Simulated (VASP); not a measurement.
# Si8C7 (a cell with a defect) in VASP: notebook

Runs on Si8C7 (a cell with a defect). Level: PBE. Tasks: single point, relaxation of the atoms.

All numbers are computed with VASP 6.6.1; they aren't measurements. Logs are shortened: lines on timing, memory, paths and dates and some standing lists are left out, and cuts for length are marked.

### 1 The cell of the first run

The cell holds a defect, 15 atoms: a = 5.074 Å, b = 6.184 Å, c = 6.184 Å, α = 120.00°, β = 90.00°, γ = 90.00°.

### 2 Single point, PBE, collinear spin (atoms taken out, then relaxed in part)

INCAR

```
  PREC = Accurate
  ENCUT = 520
  EDIFF = 1E-6
  ISMEAR = 0
  SIGMA = 0.01
  LREAL = Auto
  LASPH = True
  NELM = 150
  ALGO = Normal
  ISIF = 2
  LWAVE = False
  LCHARG = False
  ISPIN = 2
  MAGMOM = 0.75 0 0 0 0.75 0.75 0.75 0 0 0 0 0 0 0 0
  LORBIT = 11
  GGA = PE
  NELECT = 59.0
  NBANDS = 47
```

KPOINTS

```
regular mesh
0
Gamma
  2 2 2
```

POSCAR

```
Si8C7
1.0
    0.0000000000      0.0000000000     -5.0742922873
    3.0919365181     -5.3553911431      0.0000000000
   -6.1838730361      0.0000000000      0.0000000000
Si C
8 7
Direct
    0.5189814371      0.1666666667      0.3333333333
    0.5011792955      0.6678942021      0.3357884041
    0.5011792955      0.1642115959      0.8321057979
    0.5011792955      0.6678942021      0.8321057979
   -0.0013457239      0.3373552767      0.1626447233
   -0.0013457239      0.8252894466      0.1626447233
   -0.0013457239      0.3373552767      0.6747105534
   -0.0023066708      0.8333333333      0.6666666667
    0.1242516049      0.6678640243      0.3357280486
    0.1242516049      0.1642719514      0.8321359757
    0.1242516049      0.6678640243      0.8321359757
    0.6211963530      0.3337603174      0.1662396826
    0.6211963530      0.8324793653      0.1662396826
    0.6211963530      0.3337603174      0.6675206347
    0.6228989377      0.8333333333      0.6666666667
```

Potentials or basis: VASP PAW PBE potentials, release 64 (Si, C).

Launch:

```console
> cat potpaw_PBE.64/Si/POTCAR potpaw_PBE.64/C/POTCAR > POTCAR
> mpirun -np 1 vasp_std > vasp.out
```

OUTCAR:

```text
PREC = Accurate
   ENCUT = 520
   EDIFF = 1E-6
   ISMEAR = 0
   LREAL = Auto
   LASPH = True
   NELM = 150
   ISIF = 2
   ISPIN = 2
   LORBIT = 11
   GGA = PE
   NELECT = 59.0

 ion  position               nearest neighbor table
   1  0.519  0.167  0.333-  14 1.86  12 1.86  13 1.86   5 3.04   7 3.04   6 3.04   3 3.09   3 3.09
                             4 3.09   4 3.09   2 3.09   2 3.09
   2  0.501  0.668  0.336-  15 1.88  13 1.89  12 1.89   9 1.91   4 3.07   3 3.07   8 3.08   6 3.08
                             5 3.08   1 3.09   1 3.09   6 3.10   5 3.10   8 3.11   4 3.11   3 3.11
   3  0.501  0.164  0.832-  15 1.88  12 1.89  14 1.89  10 1.91   2 3.07   4 3.07   8 3.08   7 3.08
                             5 3.08   1 3.09   1 3.09   7 3.10   5 3.10   8 3.11   2 3.11   4 3.11
   4  0.501  0.668  0.832-  15 1.88  13 1.89  14 1.89  11 1.91   2 3.07   3 3.07   8 3.08   6 3.08
                             7 3.08   1 3.09   1 3.09   6 3.10   7 3.10   8 3.11   2 3.11   3 3.11
   5  0.999  0.337  0.163-  10 1.88   9 1.88  12 1.92   7 3.02   6 3.02   1 3.04   3 3.08   2 3.08
                             8 3.09   8 3.09   3 3.10   2 3.10
   6  0.999  0.825  0.163-  11 1.88   9 1.88  13 1.92   7 3.02   5 3.02   1 3.04   2 3.08   4 3.08
                             8 3.09   8 3.09   2 3.10   4 3.10
   7  0.999  0.337  0.675-  10 1.88  11 1.88  14 1.92   5 3.02   6 3.02   1 3.04   3 3.08   4 3.08
                             8 3.09   8 3.09   3 3.10   4 3.10
   8  0.998  0.833  0.667-  11 1.89   9 1.89  10 1.89  15 1.90   4 3.08   2 3.08   3 3.08   6 3.09
                             7 3.09   5 3.09   5 3.09   6 3.09   7 3.09   4 3.11   2 3.11   3 3.11
   9  0.124  0.668  0.336-   6 1.88   5 1.88   8 1.89   2 1.91
  10  0.124  0.164  0.832-   5 1.88   7 1.88   8 1.89   3 1.91
  11  0.124  0.668  0.832-   6 1.88   7 1.88   8 1.89   4 1.91
  12  0.621  0.334  0.166-   1 1.86   3 1.89   2 1.89   5 1.92
  13  0.621  0.832  0.166-   1 1.86   4 1.89   2 1.89   6 1.92
  14  0.621  0.334  0.668-   1 1.86   3 1.89   4 1.89   7 1.92
  15  0.623  0.833  0.667-   4 1.88   2 1.88   3 1.88   8 1.90

  LATTYP: Found a hexagonal cell.
 ALAT       =     6.1838730362
 C/A-ratio  =     0.8205686400

  Lattice vectors:

 A1 = (   3.0919365181,  -5.3553911431,   0.0000000000)
 A2 = (  -6.1838730361,   0.0000000000,   0.0000000000)
 A3 = (   0.0000000000,   0.0000000000,  -5.0742922873)

Analysis of symmetry for initial positions (statically):
=====================================================================
 Subroutine PRICEL returns:
 Original cell was already a primitive cell.

 Routine SETGRP: Setting up the symmetry group for a
 hexagonal supercell.

 Subroutine GETGRP returns: Found  6 space group operations
 (whereof  2 operations were pure point group operations)
 out of a pool of 24 trial point group operations.

The static configuration has the point symmetry C_1h.
 The point group associated with its full space group is C_3v.

Analysis of symmetry for dynamics (positions and initial velocities):
=====================================================================
 Subroutine PRICEL returns:
 Original cell was already a primitive cell.

 Routine SETGRP: Setting up the symmetry group for a
 hexagonal supercell.

 Subroutine GETGRP returns: Found  6 space group operations
 (whereof  2 operations were pure point group operations)
 out of a pool of 24 trial point group operations.

The dynamic configuration has the point symmetry C_1h.
 The point group associated with its full space group is C_3v.

Analysis of structural, dynamic, and magnetic symmetry:
=====================================================================
 Subroutine PRICEL returns:
 Original cell was already a primitive cell.

 Routine SETGRP: Setting up the symmetry group for a
 hexagonal supercell.

 Subroutine GETGRP returns: Found  6 space group operations
 (whereof  2 operations were pure point group operations)
 out of a pool of 24 trial point group operations.

The overall configuration has the point symmetry C_1h.
 The point group associated with its full space group is C_3v.

 Subroutine INISYM returns: Found  6 space group operations
 (whereof  2 operations are pure point group operations),
 and found     1 'primitive' translations

----------------------------------------------------------------------------------------

                                     Primitive cell

  volume of cell :     168.0456

  direct lattice vectors                    reciprocal lattice vectors
[... 108 lines left out ...]
   EFERMI_NEDOS =   21; number of points for ismear=-14 and -15
   IALGO  =     38    algorithm
   IMIX   =      4    mixing-type and parameters
     AMIX     =   0.40;   BMIX     =  1.00
     AMIX_MAG =   1.60;   BMIX_MAG =  1.00
  volume/ion in A,a.u.               =      11.20        75.60
  Fermi-wavevector in a.u.,A,eV,Ry     =   1.154914  2.182472 18.147818  1.333827
  Thomas-Fermi vector in A             =   2.291547
   LORBIT       =     11    0 simple, 1 ext, 2 COOP (PROOUT), +10 PAW based schemes
   GGA     = PE    functional components
   LHFCALC =     F    Hartree Fock is set to
   AEXX    =    0.0000 exact exchange contribution
   IVDW    =     0    specifies the selected vdW correction
   LEPSILON=     F    determine dielectric tensor
   LRPA    =     F    only Hartree local field effects (RPA)
 spin polarized calculation
 Gauss-broadening in eV      SIGMA  =   0.01
  energy-cutoff  :      520.00
  volume of cell :      168.05
 maximum number of plane-waves:      4542
 NGX is ok and might be reduce to    40
   NGX = 19   NGY = 23   NGZ = 23

 number of electron      59.0000000 magnetization       0.4999605

 Free energy of the ion-electron system (eV)
  ---------------------------------------------------
  ext. energy  EPLUGINS =         0.00000000
  ---------------------------------------------------
  free energy    TOTEN  =      -116.13520168 eV

  energy without entropy =     -116.13423754  energy(sigma->0) =     -116.13471961

 E-fermi :   8.3270     XC(G=0): -11.0070

 val. band max:        8.3239881475   @ k =   0.5000   0.5000   0.0000
 cond. band min:       8.5811073117   @ k =   0.0000   0.5000   0.0000
 fundamental gap:      0.2571191642
 Fermi energy:         8.3270338494

 spin component 1

 k-point     1 :       0.0000    0.0000    0.0000
  band No.  band energies     occupation
      1      -7.5256      1.00000
      2      -4.5142      1.00000
      3      -4.5142      1.00000
      4      -4.4279      1.00000
      5      -3.6973      1.00000
      6      -3.0630      1.00000
[... 165 lines left out ...]
     40      14.0573      0.00000
     41      14.6196      0.00000
 Fermi energy:         8.3270338494

 spin component 2

 k-point     1 :       0.0000    0.0000    0.0000
  band No.  band energies     occupation
      1      -7.4996      1.00000
      2      -4.4922      1.00000
      3      -4.4922      1.00000
      4      -4.4142      1.00000
      5      -3.6805      1.00000
      6      -3.0441      1.00000
[... 165 lines left out ...]
     40      14.1563      0.00000
     41      14.6648      0.00000
 [bands above 41 left out]

------------------------ aborting loop because EDIFF is reached ----------------------------------------

  FORCE on cell =-STRESS in cart. coord.  units (eV):
  Direction    XX          YY          ZZ          XY          YZ          ZX
  --------------------------------------------------------------------------------------
  -------------------------------------------------------------------------------------
  Total      -10.6800666    -10.6800666    -13.8099446      0.0000000      0.0000000      0.0000000
  in kB     -101.8256766   -101.8256766   -131.6664963      0.0000000      0.0000000      0.0000000
  external PRESSURE =    -111.7726165 kB  Pullay stress =       0.0000000 kB

 VOLUME and BASIS-vectors are now :
 -----------------------------------------------------------------------------
  energy-cutoff  :      520.00
  volume of cell :      168.05
      direct lattice vectors                 reciprocal lattice vectors
     0.000000000  0.000000000 -5.074292287     0.000000000  0.000000000 -0.197071817
     3.091936518 -5.355391143  0.000000000     0.000000000 -0.186727724  0.000000000
    -6.183873036  0.000000000  0.000000000    -0.161710953 -0.093363862  0.000000000

 POSITION                                       TOTAL-FORCE (eV/Angst)
 -----------------------------------------------------------------------------------
     -1.54597     -0.89257     -2.63346        -0.000000      0.000000      0.005546
     -0.01139     -3.57683     -2.54313        -0.004772     -0.002755      0.009280
     -4.63790     -0.87942     -2.54313        -0.000000      0.005511      0.009280
     -3.08055     -3.57683     -2.54313         0.004772     -0.002755      0.009280
      0.03731     -1.80667     -5.06746        -0.011416      0.006591      0.012355
      1.54597     -4.41975     -5.06746         0.000000     -0.013183      0.012355
     -3.12924     -1.80667     -5.06746         0.011416      0.006591      0.012355
     -1.54597     -4.46283     -5.06259        -0.000000      0.000000     -0.020926
     -0.01111     -3.57667     -0.63049         0.003761      0.002171     -0.006272
     -4.63790     -0.87974     -0.63049         0.000000     -0.004342     -0.006272
     -3.08083     -3.57667     -0.63049        -0.003761      0.002171     -0.006272
      0.00396     -1.78742     -3.15213        -0.009512      0.005491     -0.009740
      1.54597     -4.45825     -3.15213         0.000000     -0.010983     -0.009740
     -3.09590     -1.78742     -3.15213         0.009512      0.005491     -0.009740
     -1.54597     -4.46283     -3.16077        -0.000000      0.000000     -0.001492
 -----------------------------------------------------------------------------------
    total drift:                               -0.000001      0.000000     -0.018018

  FREE ENERGIE OF THE ION-ELECTRON SYSTEM (eV)
  ---------------------------------------------------
  free  energy   TOTEN  =      -116.1352016797 eV

  energy  without entropy=     -116.1342375402  energy(sigma->0) =     -116.13471961

 total charge

# of ion       s       p       d       tot
------------------------------------------
    1        0.725   0.865   0.000   1.590
    2        0.700   0.942   0.000   1.642
    3        0.700   0.942   0.000   1.642
    4        0.700   0.942   0.000   1.642
    5        0.733   0.865   0.000   1.598
    6        0.733   0.865   0.000   1.598
    7        0.733   0.865   0.000   1.598
    8        0.700   0.947   0.000   1.647
    9        0.841   1.666   0.000   2.507
   10        0.841   1.666   0.000   2.507
   11        0.841   1.666   0.000   2.507
   12        0.835   1.678   0.000   2.513
   13        0.835   1.678   0.000   2.513
   14        0.835   1.678   0.000   2.513
   15        0.831   1.705   0.000   2.536
--------------------------------------------------
tot         11.582  18.973   0.000  30.555

 magnetization (x)

# of ion       s       p       d       tot
------------------------------------------
    1       -0.001  -0.003   0.000  -0.004
    2        0.001   0.002   0.000   0.002
    3        0.001   0.002   0.000   0.002
    4        0.001   0.002   0.000   0.002
    5        0.022   0.036   0.000   0.058
    6        0.022   0.036   0.000   0.058
    7        0.022   0.036   0.000   0.058
    8        0.001   0.001   0.000   0.002
    9        0.006  -0.003   0.000   0.003
   10        0.006  -0.003   0.000   0.003
   11        0.006  -0.003   0.000   0.003
   12        0.002   0.005   0.000   0.007
   13        0.002   0.005   0.000   0.007
   14        0.002   0.005   0.000   0.007
   15        0.000  -0.000   0.000  -0.000
--------------------------------------------------
tot          0.091   0.116   0.000   0.207
```

It took 4.1 min on 1 thread of Intel Xeon 8259CL, shared host; peak memory 0.35 GiB.

What came out:

| Quantity | Value |
| --- | --- |
| Free energy | -116.1352 eV |
| Largest force | 0.021 eV/Å |
| Net moment | 0.50 μB per cell |
| Site moments | Si -0.00, +0.00, +0.06 (each value once); C +0.00, +0.01, -0.00 (each value once) μB |
| Valence electrons inside the program's atomic spheres | Si 1.59, 1.64, 1.60, 1.65 (each value once); C 2.51, 2.54 (each value once) |

Forces on the atoms (eV/Å):
```
Si   0.000  0.000  0.006
Si  -0.005 -0.003  0.009
Si   0.000  0.006  0.009
Si   0.005 -0.003  0.009
Si  -0.011  0.007  0.012
Si   0.000 -0.013  0.012
Si   0.011  0.007  0.012
Si   0.000  0.000 -0.021
C    0.004  0.002 -0.006
C    0.000 -0.004 -0.006
C   -0.004  0.002 -0.006
C   -0.010  0.005 -0.010
C    0.000 -0.011 -0.010
C    0.010  0.005 -0.010
C    0.000  0.000 -0.001
```

Levels at points of the mesh, in eV from the Fermi level:
Spin up:
```tsv
k point	band 27	band 28	band 29	band 30	band 31	band 32
(0.00, 0.00, 0.00)	-1.89	-1.14	-1.14	0.78	2.31	2.31
(0.50, 0.00, 0.00)	-2.20	-1.49	-1.49	1.56	2.43	2.43
(0.00, 0.50, 0.00)	-1.70	-1.40	-1.32	-0.05	1.15	2.26
(0.50, 0.50, 0.00)	-2.39	-2.36	-1.91	-0.29	1.29	2.08
```
Spin down:
| k point | band 25 | band 26 | band 27 | band 28 | band 29 | band 30 | band 31 | band 32 | band 33 | band 34 |
| --- | --- | --- | --- | --- | --- | --- | --- | --- | --- | --- |
| (0.00, 0.00, 0.00) | -2.07 | -2.07 | -1.88 | -1.12 | -1.12 | 0.81 | 2.39 | 2.39 | 2.43 | 3.39 |
| (0.50, 0.00, 0.00) | -2.17 | -2.17 | -2.12 | -1.48 | -1.48 | 1.61 | 2.55 | 2.55 | 2.75 | 2.85 |
| (0.00, 0.50, 0.00) | -2.64 | -2.47 | -1.67 | -1.31 | -1.28 | 0.25 | 1.19 | 2.49 | 3.07 | 3.07 |
| (0.50, 0.50, 0.00) | -2.63 | -2.53 | -2.37 | -2.35 | -1.76 | 0.00 | 1.38 | 2.36 | 3.91 | 4.03 |

Caveat: the k points lie up to 0.62 Å⁻¹ apart; the cell carries a net charge on a neutralising background, which shifts energy and pressure; the cell differs from its parent crystal (atoms taken out, then relaxed in part); the cell is charged against a uniform background, so pressure and absolute levels hang on convention.

(Part 1 of 2 ends here.)
